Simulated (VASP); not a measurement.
# InO5 (F-43m) in VASP: single point with PBE

Aim: the single point of InO5 with PBE.

Everything below comes from runs of VASP 6.6.1. Logs are shortened: lines on timing, memory, paths and dates and some standing lists are left out, and cuts for length are marked.

## Step 1: The cell of the first run

It takes space group F-43m (No. 216, cubic). The conventional cell has a = 7.806 Å, b = 7.806 Å, c = 7.806 Å, α = 90.00°, β = 90.00°, γ = 90.00°. Within 2.8 Å of In (site symmetry -43m) lie 4 O at 2.08 Å. Within 2.8 Å of O (site symmetry 3m) lie 1 In at 2.08 Å and 3 O at 2.12 Å. O (site symmetry -43m) has 12 O at 3.19 Å and 6 In at 3.90 Å within 4.2 Å.

The cell was built from a structure type or drawn by symmetry, and may not be a known phase.

## Step 2: Single point, PBE, collinear spin, ferromagnetic start

The input, INCAR:

```
ALGO = Normal
EDIFF = 1E-6
ENCUT = 910
GGA = PE
GGA_COMPAT = False
ISIF = 2
ISMEAR = 0
ISPIN = 2
LASPH = True
LCHARG = False
LORBIT = 11
LREAL = False
LWAVE = False
MAGMOM = 0 1 1 1 1 1
NBANDS = 34
NELM = 200
PREC = Accurate
SIGMA = 0.1
```

The input, KPOINTS:

```
k-points
0
Gamma
  4 4 4
```

The input, POSCAR:

```
InO5
1.0
    0.0000000000      3.9029266300      3.9029266300
    3.9029266300      0.0000000000      3.9029266300
    3.9029266300      3.9029266300      0.0000000000
In O
1 5
Direct
    0.5000000000      0.5000000000      0.5000000000
    0.3461319398      0.3461319398      0.3461319398
    0.3461319398      0.3461319398      0.9616041805
    0.3461319398      0.9616041805      0.3461319398
    0.9616041805      0.3461319398      0.3461319398
    0.0000000000      0.0000000000      0.0000000000
```

Potentials or basis: VASP PAW PBE potentials, release 64 (In_d, O_h).

Command:

```sh
$ cat potpaw_PBE.64/In_d/POTCAR potpaw_PBE.64/O_h/POTCAR > POTCAR
$ mpirun -np 1 vasp_std > vasp.out
```

OUTCAR:

```text
EDIFF = 1E-6
   ENCUT = 910
   GGA = PE
   ISIF = 2
   ISMEAR = 0
   ISPIN = 2
   LASPH = True
   LORBIT = 11
   LREAL = False
   NELM = 200
   PREC = Accurate

 ion  position               nearest neighbor table
   1  0.500  0.500  0.500-   3 2.08   4 2.08   5 2.08   2 2.08
   2  0.346  0.346  0.346-   1 2.08
   3  0.346  0.346  0.962-   1 2.08
   4  0.346  0.962  0.346-   1 2.08
   5  0.962  0.346  0.346-   1 2.08
   6  0.000  0.000  0.000-

  LATTYP: Found a face centered cubic cell.
 ALAT       =     7.8058532600

  Lattice vectors:

 A1 = (   0.0000000000,   3.9029266300,   3.9029266300)
 A2 = (   3.9029266300,   0.0000000000,   3.9029266300)
 A3 = (   3.9029266300,   3.9029266300,   0.0000000000)

Analysis of symmetry for initial positions (statically):
=====================================================================
 Subroutine PRICEL returns:
 Original cell was already a primitive cell.

 Routine SETGRP: Setting up the symmetry group for a
 face centered cubic supercell.

 Subroutine GETGRP returns: Found 24 space group operations
 (whereof 24 operations were pure point group operations)
 out of a pool of 48 trial point group operations.

The static configuration has the point symmetry T_d .

Analysis of symmetry for dynamics (positions and initial velocities):
=====================================================================
 Subroutine PRICEL returns:
 Original cell was already a primitive cell.

 Routine SETGRP: Setting up the symmetry group for a
 face centered cubic supercell.

 Subroutine GETGRP returns: Found 24 space group operations
 (whereof 24 operations were pure point group operations)
 out of a pool of 48 trial point group operations.

The dynamic configuration has the point symmetry T_d .

Analysis of structural, dynamic, and magnetic symmetry:
=====================================================================
 Subroutine PRICEL returns:
 Original cell was already a primitive cell.

 Routine SETGRP: Setting up the symmetry group for a
 face centered cubic supercell.

 Subroutine GETGRP returns: Found 24 space group operations
 (whereof 24 operations were pure point group operations)
 out of a pool of 48 trial point group operations.

The overall configuration has the point symmetry T_d .

 Subroutine INISYM returns: Found 24 space group operations
 (whereof 24 operations are pure point group operations),
 and found     1 'primitive' translations

----------------------------------------------------------------------------------------

                                     Primitive cell

  volume of cell :     118.9053

  direct lattice vectors                    reciprocal lattice vectors
     0.000000000  3.902926630  3.902926630    -0.128108993  0.128108993  0.128108993
     3.902926630  0.000000000  3.902926630     0.128108993 -0.128108993  0.128108993
     3.902926630  3.902926630  0.000000000     0.128108993  0.128108993 -0.128108993

  length of vectors
     5.519571773  5.519571773  5.519571773     0.221891285  0.221891285  0.221891285

  position of ions in fractional coordinates (direct lattice)
     0.500000000  0.500000000  0.500000000
     0.346131940  0.346131940  0.346131940
     0.346131940  0.346131940  0.961604180
     0.346131940  0.961604180  0.346131940
     0.961604180  0.346131940  0.346131940
     0.000000000  0.000000000  0.000000000

  ion indices of the primitive-cell ions
   primitive index   ion index
                 1           1
                 2           2
                 3           3
                 4           4
                 5           5
                 6           6

----------------------------------------------------------------------------------------

 KPOINTS: k-points

Automatic generation of k-mesh.
 Grid dimensions read from file:
 generate k-points for:    4    4    4

 Generating k-lattice:

  Cartesian coordinates                     Fractional coordinates (reciprocal lattice)
    -0.032027248  0.032027248  0.032027248     0.250000000  0.000000000  0.000000000
     0.032027248 -0.032027248  0.032027248     0.000000000  0.250000000  0.000000000
     0.032027248  0.032027248 -0.032027248     0.000000000  0.000000000  0.250000000

  Length of vectors
     0.055472821  0.055472821  0.055472821

  Shift w.r.t. Gamma in fractional coordinates (k-lattice)
     0.000000000  0.000000000  0.000000000

 Subroutine IBZKPT returns following result:
 ===========================================

 Found      8 irreducible k-points:

 Following reciprocal coordinates:
            Coordinates               Weight
  0.000000  0.000000  0.000000      1.000000
  0.250000  0.000000  0.000000      8.000000
  0.500000  0.000000  0.000000      4.000000
  0.250000  0.250000  0.000000      6.000000
  0.500000  0.250000  0.000000     24.000000
 -0.250000  0.250000  0.000000     12.000000
  0.500000  0.500000  0.000000      3.000000
 -0.250000  0.500000  0.250000      6.000000
   k-points           NKPTS =      8   k-points in BZ     NKDIM =      8   number of bands    NBANDS=     34
   number of dos      NEDOS =    301   number of ions     NIONS =      6
   total plane-waves  NPLWV = 157464
   dimension x,y,z NGX =    54 NGY =   54 NGZ =   54
   dimension x,y,z NGXF=   108 NGYF=  108 NGZF=  108
   ions per type =               1   5
   NGX,Y,Z   is equivalent  to a cutoff of  16.26, 16.26, 16.26 a.u.
   NGXF,Y,Z  is equivalent  to a cutoff of  32.53, 32.53, 32.53 a.u.
 SYSTEM =  unknown system
   PREC   = accura    normal or accurate (medium, high low for compatibility)
   ISTART =      0    job   : 0-new  1-cont  2-samecut
   ICHARG =      2    charge: 1-file 2-atom 10-const
   ISPIN  =      2    spin polarized calculation?
   LNONCOLLINEAR =      F non collinear calculations
   LSORBIT =      F    spin-orbit coupling
   LASPH  =      T    aspherical Exc in radial PAW
   ENCUT  =  910.0 eV  66.88 Ry    8.18 a.u.  13.58 13.58 13.58*2*pi/ulx,y,z
   NELM   =    200;   NELMIN=  2; NELMDL= -5     # of ELM steps
   EDIFF  = 0.1E-05   stopping-criterion for ELM
   LREAL  =      F    real-space projection
   EDIFFG = 0.1E-04   stopping-criterion for IOM
   NSW    =      0    number of steps for IOM
   IBRION =     -1    ionic relax: 0-MD 1-quasi-New 2-CG
   NFREE  =      0    steps in history (QN), initial steepest desc. (CG)
   ISIF   =      2    stress and relaxation
   ISYM   =      2    0-nonsym 1-usesym 2-fastsym
   POTIM  = 0.5000    time-step for ionic-motion
   TEBEG  =    0.0;   TEEND  =   0.0 temperature during run
   PSTRESS=    0.0 pullay stress
   NELECT =      43.0000    total number of electrons
   NUPDOWN=      -1.0000    fix difference up-down
   EMIN   =  10.00;   EMAX   =-10.00  energy-range for DOS
   EFERMI =   0.00;   METHOD = LEGACY
   ISMEAR =     0;   SIGMA  =   0.10  broadening in eV -4-tet -1-fermi 0-gaus
   EFERMI_NEDOS =   21; number of points for ismear=-14 and -15
   IALGO  =     38    algorithm
   IMIX   =      4    mixing-type and parameters
     AMIX     =   0.40;   BMIX     =  1.00
     AMIX_MAG =   1.60;   BMIX_MAG =  1.00
  volume/ion in A,a.u.               =      19.82       133.74
  Fermi-wavevector in a.u.,A,eV,Ry     =   1.166355  2.204091 18.509134  1.360383
  Thomas-Fermi vector in A             =   2.302869
   LORBIT       =     11    0 simple, 1 ext, 2 COOP (PROOUT), +10 PAW based schemes
   GGA     = PE    functional components
   LHFCALC =     F    Hartree Fock is set to
   AEXX    =    0.0000 exact exchange contribution
   IVDW    =     0    specifies the selected vdW correction
   LEPSILON=     F    determine dielectric tensor
   LRPA    =     F    only Hartree local field effects (RPA)
 spin polarized calculation
 Gauss-broadening in eV      SIGMA  =   0.10
  energy-cutoff  :      910.00
  volume of cell :      118.91
 maximum number of plane-waves:      7432
   NGX = 27   NGY = 27   NGZ = 27

 number of electron      42.9999998 magnetization       6.9988680

 Free energy of the ion-electron system (eV)
  ---------------------------------------------------
  ext. energy  EPLUGINS =         0.00000000
  ---------------------------------------------------
  free energy    TOTEN  =       -20.59951160 eV

  energy without entropy =      -20.56138713  energy(sigma->0) =      -20.58044936

 E-fermi :  -0.8656     XC(G=0):  -7.6321

 val. band max:       -0.8689991567   @ k =  -0.2500   0.5000   0.2500
 cond. band min:      -0.8606151598   @ k =   0.2500   0.2500   0.0000
 fundamental gap:      0.0083839969
 Fermi energy:        -0.8655667356

 spin component 1

 k-point     1 :       0.0000    0.0000    0.0000
  band No.  band energies     occupation
      1     -20.0781      1.00000
      2     -18.6954      1.00000
      3     -18.3765      1.00000
      4     -18.3765      1.00000
      5     -18.3765      1.00000
      6     -14.0570      1.00000
[... 277 lines left out ...]
     32      10.8116      0.00000
     33      11.9313      0.00000
 Fermi energy:        -0.8655667356

 spin component 2

 k-point     1 :       0.0000    0.0000    0.0000
  band No.  band energies     occupation
      1     -18.1653      1.00000
      2     -16.5698      1.00000
      3     -16.5698      1.00000
      4     -16.5698      1.00000
      5     -15.5738      1.00000
      6     -14.0336      1.00000
[... 277 lines left out ...]
     32      11.1914      0.00000
     33      12.4542      0.00000
 [bands above 33 left out]

------------------------ aborting loop because EDIFF is reached ----------------------------------------

  FORCE on cell =-STRESS in cart. coord.  units (eV):
  Direction    XX          YY          ZZ          XY          YZ          ZX
  --------------------------------------------------------------------------------------
  -------------------------------------------------------------------------------------
  Total        0.0816659      0.0816659      0.0816659      0.0000000     -0.0000000     -0.0000000
  in kB        1.1003992      1.1003992      1.1003992      0.0000000     -0.0000000     -0.0000000
  external PRESSURE =       1.1003992 kB  Pullay stress =       0.0000000 kB

 VOLUME and BASIS-vectors are now :
 -----------------------------------------------------------------------------
  energy-cutoff  :      910.00
  volume of cell :      118.91
      direct lattice vectors                 reciprocal lattice vectors
     0.000000000  3.902926630  3.902926630    -0.128108993  0.128108993  0.128108993
     3.902926630  0.000000000  3.902926630     0.128108993 -0.128108993  0.128108993
     3.902926630  3.902926630  0.000000000     0.128108993  0.128108993 -0.128108993

 POSITION                                       TOTAL-FORCE (eV/Angst)
 -----------------------------------------------------------------------------------
      3.90293      3.90293      3.90293        -0.000000      0.000000      0.000000
      2.70186      2.70186      2.70186        -0.030857     -0.030857     -0.030857
      5.10400      5.10400      2.70186         0.030857      0.030857     -0.030857
      5.10400      2.70186      5.10400         0.030857     -0.030857      0.030857
      2.70186      5.10400      5.10400        -0.030857      0.030857      0.030857
      0.00000      0.00000      0.00000        -0.000000      0.000000      0.000000
 -----------------------------------------------------------------------------------
    total drift:                                0.000002      0.000002      0.000002

  FREE ENERGIE OF THE ION-ELECTRON SYSTEM (eV)
  ---------------------------------------------------
  free  energy   TOTEN  =       -20.5995115960 eV

  energy  without entropy=      -20.5613871281  energy(sigma->0) =      -20.58044936

 total charge

# of ion       s       p       d       tot
------------------------------------------
    1        0.752   0.624   9.997  11.372
    2        1.109   2.133   0.000   3.242
    3        1.109   2.133   0.000   3.242
    4        1.109   2.133   0.000   3.242
    5        1.109   2.133   0.000   3.242
    6        1.118   2.071   0.000   3.189
--------------------------------------------------
tot          6.305  11.227   9.997  27.529

 magnetization (x)

# of ion       s       p       d       tot
------------------------------------------
    1       -0.052   0.062   0.057   0.067
    2        0.027   0.766   0.000   0.794
    3        0.027   0.766   0.000   0.794
    4        0.027   0.766   0.000   0.794
    5        0.027   0.766   0.000   0.794
    6        0.019   1.078   0.000   1.097
--------------------------------------------------
tot          0.076   4.205   0.057   4.338
```

Wall time 2 min (1 thread of Intel Xeon 6975P-C (Granite Rapids), shared host); peak memory 0.56 GiB.

What came out:

| Quantity | Value |
| --- | --- |
| Free energy | -20.5995 eV |
| Pressure | 0.1 GPa |
| Largest force | 0.053 eV/Å |
| Band gap on the k mesh | zero (filled and empty bands overlap) |
| Net moment | 7.00 μB per cell |
| Site moments | In +0.07; O +0.79, +1.10 (each value once) μB |
| Valence electrons inside the program's atomic spheres | In 11.37; O 3.24, 3.19 (each value once) |

Forces in eV/Å, atoms in the order of the input:
```
In   0.000  0.000  0.000
O   -0.031 -0.031 -0.031
O    0.031  0.031 -0.031
O    0.031 -0.031  0.031
O   -0.031  0.031  0.031
O    0.000  0.000  0.000
```

Caveat: the cutoff is under 1.25 times the usual one of these potentials, so pressure, stress and relaxed cells hold a basis-set (Pulay) error; spin-orbit coupling is left out, which moves the levels of the heavy elements.
